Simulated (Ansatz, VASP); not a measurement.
One calculation of MgO, two programs

```
CELL_PARAMETERS angstrom
3.39104 0.00000 0.00000
-1.69552 2.93673 0.00000
0.00000 0.00000 5.40727
ATOMIC_POSITIONS crystal
Mg 0.33333 0.66667 0.95199
Mg 0.66667 0.33333 0.45199
O 0.33333 0.66667 0.45261
O 0.66667 0.33333 0.95261
```

Alike in both runs: task single point; functional PBEsol; k mesh 9 × 9 × 6; occupations gaussian, width 0.02 eV; no spin polarisation.

|  | VASP | Ansatz |
| --- | --- | --- |
| version | VASP 6.6.1 | Ansatz 0.2.0 |
| potentials or method | VASP PAW PBE potentials, release 64 (Mg, O), cutoff 520 eV | scalar-relativistic, plane waves, PAW |
| valence electrons in the cell | 16 | 32 |

```csv
,VASP,Ansatz,Ansatz less VASP
gap on the k mesh at the Fermi level (eV),2.26,2.27,+0.008
least direct gap on the mesh (eV),2.26,2.27,+0.008
pressure (GPa),-7.4,-7.2,+0.28
"traceless stress, the component that is largest in VASP (GPa)",-6.11,-6.12,-0.007
rms of the force components (eV/Å),0.004,0.004,-0.0001
```

VASP's potentials were made for PBE, not for PBEsol. Atom by atom the forces differ by 0.000 eV/Å (rms over components). With one functional, cell and mesh, what is left measures potentials, basis and numerics. VASP's potentials hold 16 valence electrons a cell and Ansatz's 32, so a difference there can come from the potentials and not from the codes.
